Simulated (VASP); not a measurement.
# C (C2/m) in VASP: a series of runs

C is run at these levels: PBE; tasks: single point.

Everything below comes from runs of VASP 6.6.1. Logs are shortened: lines on timing, memory, paths and dates and some standing lists are left out, and cuts for length are marked.

**1. The cell of the first run**

The structure is monoclinic, space group C2/m (No. 12). The conventional cell has a = 4.272 Å, b = 2.467 Å, c = 8.707 Å, α = 90.00°, β = 90.00°, γ = 90.00°. C (site symmetry m) has 3 C at 1.42 Å within 1.9 Å. Within 1.9 Å of C (site symmetry m) lie 3 C at 1.42 Å.

**2. Single point, PBE**

INCAR reads:

```
  ALGO = Normal
  EDIFF = 1E-7
  ENCUT = 520
  GGA = PE
  ISIF = 2
  ISMEAR = 0
  LASPH = T
  LCHARG = F
  LREAL = F
  LWAVE = F
  NBANDS = 16
  NELM = 60
  PREC = Accurate
  SIGMA = 0.15
```

KPOINTS reads:

```
k-points
0
Gamma
  18 18 6
```

POSCAR reads:

```
C
1.0
    1.2332770792     -2.1360444277      0.0000000000
    1.2332770792      2.1360444277      0.0000000000
    0.0000000000      0.0000000000      8.7070252276
C
4
Direct
    0.1033231894      0.8966768106      0.7601136584
    0.5633427475      0.4366572525      0.2398862352
    0.8966768106      0.1033231894      0.2398863416
    0.4366572525      0.5633427475      0.7601137648
```

Potentials or basis: VASP PAW PBE potentials, release 64 (C).

Launch:

```bash
$ cat potpaw_PBE.64/C/POTCAR > POTCAR
$ mpirun -np 1 vasp_std > vasp.out
```

OUTCAR:

```text
EDIFF = 1E-7
   ENCUT = 520
   GGA = PE
   ISIF = 2
   ISMEAR = 0
   LASPH = T
   LREAL = F
   NELM = 60
   PREC = Accurate

 ion  position               nearest neighbor table
   1  0.103  0.897  0.760-   4 1.42   4 1.42   4 1.42
   2  0.563  0.437  0.240-   3 1.42   3 1.42   3 1.42
   3  0.897  0.103  0.240-   2 1.42   2 1.42   2 1.42
   4  0.437  0.563  0.760-   1 1.42   1 1.42   1 1.42

  LATTYP: Found a base centered orthorhombic cell.
 ALAT       =     2.4665541584
 B/A-ratio  =     1.7320069137
 C/A-ratio  =     3.5300361024

  Lattice vectors:

 A1 = (   1.2332770792,  -2.1360444277,   0.0000000000)
 A2 = (   1.2332770792,   2.1360444277,   0.0000000000)
 A3 = (   0.0000000000,   0.0000000000,   8.7070252276)

Analysis of symmetry for initial positions (statically):
=====================================================================
 Subroutine PRICEL returns:
 Original cell was already a primitive cell.

 Routine SETGRP: Setting up the symmetry group for a
 base centered orthorhombic supercell.

 Subroutine GETGRP returns: Found  4 space group operations
 (whereof  4 operations were pure point group operations)
 out of a pool of  8 trial point group operations.

The static configuration has the point symmetry C_2h.

Analysis of symmetry for dynamics (positions and initial velocities):
=====================================================================
 Subroutine PRICEL returns:
 Original cell was already a primitive cell.

 Routine SETGRP: Setting up the symmetry group for a
 base centered orthorhombic supercell.

 Subroutine GETGRP returns: Found  4 space group operations
 (whereof  4 operations were pure point group operations)
 out of a pool of  8 trial point group operations.

The dynamic configuration has the point symmetry C_2h.

 Subroutine INISYM returns: Found  4 space group operations
 (whereof  4 operations are pure point group operations),
 and found     1 'primitive' translations

----------------------------------------------------------------------------------------

                                     Primitive cell

  volume of cell :      45.8744

  direct lattice vectors                    reciprocal lattice vectors
     1.233277079 -2.136044428  0.000000000     0.405423897 -0.234077528  0.000000000
     1.233277079  2.136044428  0.000000000     0.405423897  0.234077528  0.000000000
     0.000000000  0.000000000  8.707025228     0.000000000  0.000000000  0.114849788

  length of vectors
     2.466507278  2.466507278  8.707025228     0.468146159  0.468146159  0.114849788

  position of ions in fractional coordinates (direct lattice)
     0.103323189  0.896676811  0.760113658
     0.563342748  0.436657252  0.239886235
     0.896676811  0.103323189  0.239886342
     0.436657252  0.563342748  0.760113765

  ion indices of the primitive-cell ions
   primitive index   ion index
                 1           1
                 2           2
                 3           3
                 4           4

----------------------------------------------------------------------------------------

 KPOINTS: k-points

Automatic generation of k-mesh.
 Grid dimensions read from file:
 generate k-points for:   18   18    6

 Generating k-lattice:

  Cartesian coordinates                     Fractional coordinates (reciprocal lattice)
     0.022523550 -0.013004307  0.000000000     0.055555556  0.000000000  0.000000000
     0.022523550  0.013004307  0.000000000     0.000000000  0.055555556  0.000000000
     0.000000000  0.000000000  0.019141631     0.000000000  0.000000000  0.166666667

  Length of vectors
     0.026008120  0.026008120  0.019141631

  Shift w.r.t. Gamma in fractional coordinates (k-lattice)
     0.000000000  0.000000000  0.000000000

 Subroutine IBZKPT returns following result:
 ===========================================

 Found    524 irreducible k-points:

 Following reciprocal coordinates:
            Coordinates               Weight
  0.000000  0.000000  0.000000      1.000000
  0.055556  0.000000  0.000000      4.000000
  0.111111  0.000000  0.000000      4.000000
  0.166667  0.000000  0.000000      4.000000
  0.222222  0.000000  0.000000      4.000000
  0.277778  0.000000  0.000000      4.000000
[... 16 lines left out ...]
 -0.277778  0.055556  0.000000      4.000000
 -0.222222  0.055556  0.000000      4.000000
 [... further k-points ...]
   k-points           NKPTS =    524   k-points in BZ     NKDIM =    524   number of bands    NBANDS=     16
   number of dos      NEDOS =    301   number of ions     NIONS =      4
   total plane-waves  NPLWV =  22680
   dimension x,y,z NGX =    18 NGY =   18 NGZ =   70
   dimension x,y,z NGXF=    36 NGYF=   36 NGZF=  140
   ions per type =               4
   NGX,Y,Z   is equivalent  to a cutoff of  12.13, 12.13, 13.37 a.u.
   NGXF,Y,Z  is equivalent  to a cutoff of  24.26, 24.26, 26.73 a.u.
 SYSTEM =  unknown system
   PREC   = accura    normal or accurate (medium, high low for compatibility)
   ISTART =      0    job   : 0-new  1-cont  2-samecut
   ICHARG =      2    charge: 1-file 2-atom 10-const
   ISPIN  =      1    spin polarized calculation?
   LNONCOLLINEAR =      F non collinear calculations
   LSORBIT =      F    spin-orbit coupling
   LASPH  =      T    aspherical Exc in radial PAW
   ENCUT  =  520.0 eV  38.22 Ry    6.18 a.u.   4.59  4.59 16.19*2*pi/ulx,y,z
   NELM   =     60;   NELMIN=  2; NELMDL= -5     # of ELM steps
   EDIFF  = 0.1E-06   stopping-criterion for ELM
   LREAL  =      F    real-space projection
   EDIFFG = 0.1E-05   stopping-criterion for IOM
   NSW    =      0    number of steps for IOM
   IBRION =     -1    ionic relax: 0-MD 1-quasi-New 2-CG
   NFREE  =      0    steps in history (QN), initial steepest desc. (CG)
   ISIF   =      2    stress and relaxation
   ISYM   =      2    0-nonsym 1-usesym 2-fastsym
   POTIM  = 0.5000    time-step for ionic-motion
   TEBEG  =    0.0;   TEEND  =   0.0 temperature during run
   PSTRESS=    0.0 pullay stress
   NELECT =      16.0000    total number of electrons
   NUPDOWN=      -1.0000    fix difference up-down
   EMIN   =  10.00;   EMAX   =-10.00  energy-range for DOS
   EFERMI =   0.00;   METHOD = LEGACY
   ISMEAR =     0;   SIGMA  =   0.15  broadening in eV -4-tet -1-fermi 0-gaus
   EFERMI_NEDOS =   21; number of points for ismear=-14 and -15
   IALGO  =     38    algorithm
   IMIX   =      4    mixing-type and parameters
     AMIX     =   0.40;   BMIX     =  1.00
     AMIX_MAG =   1.60;   BMIX_MAG =  1.00
  volume/ion in A,a.u.               =      11.47        77.39
  Fermi-wavevector in a.u.,A,eV,Ry     =   1.152368  2.177660 18.067889  1.327952
  Thomas-Fermi vector in A             =   2.289020
   LORBIT       =      0    0 simple, 1 ext, 2 COOP (PROOUT), +10 PAW based schemes
   GGA     = PE    functional components
   LHFCALC =     F    Hartree Fock is set to
   AEXX    =    0.0000 exact exchange contribution
   IVDW    =     0    specifies the selected vdW correction
   LEPSILON=     F    determine dielectric tensor
   LRPA    =     F    only Hartree local field effects (RPA)
 non-spin polarized calculation
 Gauss-broadening in eV      SIGMA  =   0.15
  energy-cutoff  :      520.00
  volume of cell :       45.87
 maximum number of plane-waves:      1260
   NGX =  9   NGY =  9   NGZ = 33

 number of electron      16.0000002 magnetization

 Free energy of the ion-electron system (eV)
  ---------------------------------------------------
  ext. energy  EPLUGINS =         0.00000000
  ---------------------------------------------------
  free energy    TOTEN  =       -36.90476224 eV

  energy without entropy =      -36.90299091  energy(sigma->0) =      -36.90387657

 E-fermi :   2.6473     XC(G=0):  -8.5904

 val. band max:        2.6356612906   @ k =   0.3333   0.3333   0.5000
 cond. band min:       2.6585841518   @ k =   0.3333   0.3333   0.5000
 fundamental gap:      0.0229228613
 Fermi energy:         2.6473184541

 k-point     1 :       0.0000    0.0000    0.0000
  band No.  band energies     occupation
      1     -16.8834      2.00000
      2     -16.8520      2.00000
      3      -5.1770      2.00000
      4      -4.7422      2.00000
      5      -0.3976      2.00000
      6      -0.3968      2.00000
[... 8 lines left out ...]
     15      12.5118      0.00000
     16      14.0583      0.00000

 k-point     2 :       0.0556    0.0000    0.0000
  band No.  band energies     occupation
      1     -16.8104      2.00000
      2     -16.7792      2.00000
      3      -5.0891      2.00000
      4      -4.6561      2.00000
      5      -0.6952      2.00000
      6      -0.6935      2.00000
[... 8 lines left out ...]
     15      12.6123      0.00000
     16      13.8015      0.00000

 k-point     3 :       0.1111    0.0000    0.0000
  band No.  band energies     occupation
      1     -16.5918      2.00000
      2     -16.5611      2.00000
      3      -4.8264      2.00000
      4      -4.3986      2.00000
      5      -1.5131      2.00000
      6      -1.5102      2.00000
[... 8 lines left out ...]
     15      12.8985      0.00000
     16      13.0718      0.00000

 k-point     4 :       0.1667    0.0000    0.0000
  band No.  band energies     occupation
      1     -16.2285      2.00000
      2     -16.1987      2.00000
      3      -4.3920      2.00000
      4      -3.9733      2.00000
      5      -2.6875      2.00000
      6      -2.6829      2.00000
[... 8 lines left out ...]
     15      13.3443      0.00000
     16      13.4855      0.00000

 k-point     5 :       0.2222    0.0000    0.0000
  band No.  band energies     occupation
      1     -15.7225      2.00000
      2     -15.6940      2.00000
      3      -4.0620      2.00000
      4      -4.0553      2.00000
      5      -3.7917      2.00000
      6      -3.3867      2.00000
[... 8 lines left out ...]
     15      13.9390      0.00000
     16      15.1288      0.00000

 k-point     6 :       0.2778    0.0000    0.0000
  band No.  band energies     occupation
      1     -15.0770      2.00000
      2     -15.0500      2.00000
      3      -5.5221      2.00000
      4      -5.5132      2.00000
      5      -3.0367      2.00000
      6      -2.6729      2.00000
[... 8 lines left out ...]
     15      14.6829      0.00000
     16      16.9639      0.00000
[... 267 lines left out ...]
 k-point    21 :      -0.3889    0.0556    0.0000
  band No.  band energies     occupation
      1     -13.8072      2.00000
      2     -13.7833      2.00000
      3      -7.6799      2.00000
      4      -7.6678      2.00000
      5      -3.5650      2.00000
      6      -3.5625      2.00000
[... 8 lines left out ...]
     15      16.0796      0.00000
     16      17.1829      0.00000

 k-point    22 :      -0.3333    0.0556    0.0000
  band No.  band energies     occupation
      1     -14.6503      2.00000
      2     -14.6244      2.00000
      3      -6.2423      2.00000
      4      -6.2325      2.00000
      5      -3.1505      2.00000
      6      -3.1481      2.00000
[... 8 lines left out ...]
     15      15.1593      0.00000
     16      16.9515      0.00000

 k-point    23 :      -0.2778    0.0556    0.0000
  band No.  band energies     occupation
      1     -15.3632      2.00000
      2     -15.3356      2.00000
      3      -4.7929      2.00000
      4      -4.7857      2.00000
      5      -3.3690      2.00000
      6      -2.9742      2.00000
[... 8 lines left out ...]
     15      14.3479      0.00000
     16      15.5344      0.00000

 k-point    24 :      -0.2222    0.0556    0.0000
  band No.  band energies     occupation
      1     -15.9390      2.00000
      2     -15.9099      2.00000
      3      -4.0476      2.00000
      4      -3.6363      2.00000
      5      -3.4017      2.00000
      6      -3.3969      2.00000
[... 8 lines left out ...]
     15      13.6714      0.00000
     16      13.9933      0.00000

 [... further k-points ...]

------------------------ aborting loop because EDIFF is reached ----------------------------------------

  FORCE on cell =-STRESS in cart. coord.  units (eV):
  Direction    XX          YY          ZZ          XY          YZ          ZX
  --------------------------------------------------------------------------------------
  -------------------------------------------------------------------------------------
  Total        0.1553489      0.1552388     -0.0108636      0.0000000      0.0004893      0.0000000
  in kB        5.4256033      5.4217565     -0.3794130      0.0000000      0.0170900      0.0000000
  external PRESSURE =       3.4893156 kB  Pullay stress =       0.0000000 kB

 VOLUME and BASIS-vectors are now :
 -----------------------------------------------------------------------------
  energy-cutoff  :      520.00
  volume of cell :       45.87
      direct lattice vectors                 reciprocal lattice vectors
     1.233277079 -2.136044428  0.000000000     0.405423897 -0.234077528  0.000000000
     1.233277079  2.136044428  0.000000000     0.405423897  0.234077528  0.000000000
     0.000000000  0.000000000  8.707025228     0.000000000  0.000000000  0.114849788

 POSITION                                       TOTAL-FORCE (eV/Angst)
 -----------------------------------------------------------------------------------
      1.23328      1.69464      6.61833         0.000000      0.000210     -0.002557
      1.23328     -0.27061      2.08870         0.000000      0.000289      0.002156
      1.23328     -1.69464      2.08870         0.000000     -0.000210      0.002557
      1.23328      0.27061      6.61833         0.000000     -0.000289     -0.002156
 -----------------------------------------------------------------------------------
    total drift:                               -0.000000     -0.000000      0.000000

  FREE ENERGIE OF THE ION-ELECTRON SYSTEM (eV)
  ---------------------------------------------------
  free  energy   TOTEN  =       -36.9047622357 eV

  energy  without entropy=      -36.9029909100  energy(sigma->0) =      -36.90387657
```

It took 7.4 min on 1 thread of Intel Xeon 8259CL, shared host; peak memory 0.37 GiB.

What came out:

* Free energy: -36.9048 eV
* Pressure: 0.3 GPa

Forces on the atoms (eV/Å):
```
C    0.000  0.000 -0.003
C    0.000  0.000  0.002
C    0.000  0.000  0.003
C    0.000  0.000 -0.002
```

Stress tensor (GPa, compression positive):
```
 0.54  0.00  0.00
 0.00  0.54  0.00
 0.00  0.00 -0.04
```

Caveat: this functional lacks dispersion, which binds layers or chains, so the pressure and a relaxed spacing across them are unreliable.

**3. Single point, PBE (atoms displaced along several vibrational modes)**

INCAR reads:

```
SYSTEM = C
ALGO     = Normal         ! electronic algorithm
EDIFF    = 1E-6           ! SCF threshold, eV
ENCUT    = 520            ! plane-wave cutoff, eV
GGA      = PE             ! functional
ISIF     = 2              ! what is computed and relaxed
ISMEAR   = 0              ! smearing method
LASPH    = .True.         ! aspherical terms in the spheres
LCHARG   = .False.        ! write CHGCAR
LREAL    = .False.        ! projectors in reciprocal space
LWAVE    = .False.        ! write WAVECAR
NBANDS   = 16             ! bands
NELM     = 60             ! most SCF steps
PREC     = Accurate       ! precision mode
SIGMA    = 0.15           ! smearing width, eV
```

KPOINTS reads:

```
k-points
0
Gamma
  18 18 6
  0 0 0
```

POSCAR reads:

```
C
1.0
    1.2332770792     -2.1360444277      0.0000000000
    1.2332770792      2.1360444277      0.0000000000
    0.0000000000      0.0000000000      8.7070252276
C
4
Direct
    0.1233132675      0.8766867325      0.7110727458
    0.5433523839      0.4566476161      0.2889270415
    0.8766867325      0.1233132675      0.2889272542
    0.4566476161      0.5433523839      0.7110729585
```

Potentials or basis: VASP PAW PBE potentials, release 64 (C).

Launch:

```bash
$ cat potpaw_PBE.64/C/POTCAR > POTCAR
$ mpirun -np 1 vasp_std > vasp.out
```

Wall time 2.5 min (1 thread of AMD EPYC 9R45 (Zen 5), shared host); peak memory 0.34 GiB.

Results (log left out):

```
Free energy   : -36.8962 eV
Pressure      : 0.4 GPa
Largest force : 0.022 eV/Å
```

Forces on the atoms (eV/Å):
```
C    0.000 -0.001  0.022
C    0.000  0.001 -0.017
C    0.000  0.001 -0.022
C    0.000 -0.001  0.017
```

Stress tensor (GPa, compression positive):
```
 0.51  0.00  0.00
 0.00  0.47 -0.02
 0.00 -0.02  0.33
```

Caveat: the cell differs from its parent crystal (atoms displaced along several vibrational modes); this functional lacks dispersion, which binds layers or chains, so the pressure and a relaxed spacing across them are unreliable.

(Continued in part 2 of 2.)
